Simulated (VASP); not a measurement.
**TiPt3: single point with PBEsol**

TiPt3:

```
Ti Pt
1.0
     4.07482    0.00000    0.00000
     0.00000    3.84520    0.00000
     0.00000    0.00000    3.84520
Ti Pt
1 3
Direct
  0.00000 0.00000 0.00000
  0.00000 0.50000 0.50000
  0.50000 0.00000 0.50000
  0.50000 0.50000 0.00000
```

This cell differs from its parent crystal: uniaxial strain along a: +4.5 %, then relaxed in part.

- Program: VASP 6.6.1
- Task: single point
- Functional: PBEsol
- Potentials or basis: VASP PAW PBE potentials, release 64 (Ti_sv, Pt)
- Cutoff: 500 eV
- k mesh: 14 × 14 × 14
- Occupations: gaussian, width 0.1 eV
- Spin: no spin polarisation

* Pressure: -3.9 GPa
* Band gap on the k mesh: zero (bands 21 and 22 overlap by 1.33 eV)

Stress tensor (GPa, compression positive):
```
-11.23   0.00   0.00
  0.00  -0.29   0.00
  0.00   0.00  -0.29
```

Levels at points of the mesh, in eV from the Fermi level:
```
           k point  band 17  band 18  band 19  band 20  band 21  band 22  band 23  band 24  band 25  band 26
(0.00, 0.00, 0.00)    -0.55    -0.17    -0.17     0.39     0.81     1.25     1.43     1.88     1.88     1.94
(0.50, 0.00, 0.00)    -2.62    -2.41    -2.41    -1.06    -0.04    -0.04     0.26     0.39     0.92     2.18
(0.00, 0.50, 0.00)    -2.81    -2.65    -2.52    -1.53    -0.30    -0.26    -0.16     0.54     0.62     1.83
(0.50, 0.50, 0.00)    -3.09    -3.03    -2.44    -2.36    -2.33     0.12     0.22     0.33     1.22     1.24
(0.00, 0.50, 0.50)    -2.91    -2.91    -2.39    -2.05    -2.01     0.30     0.30     0.46     1.85     1.85
(0.50, 0.50, 0.50)    -0.96    -0.69    -0.69    -0.69    -0.62    -0.40    -0.40     1.08     1.23     1.23
```

It took 9.1 min on 1 thread of Oxide Virtual Turin-like Processor, with other jobs on the host, peak memory 0.45 GiB.

Caveat: the cell differs from its parent crystal (uniaxial strain along a: +4.5 %, then relaxed in part); the stress differs along the axes, from -11 to -0 GPa; the PAW data sets were made with another functional, which shifts forces and pressure a little; spin-orbit coupling is left out, which moves the levels of the heavy elements.
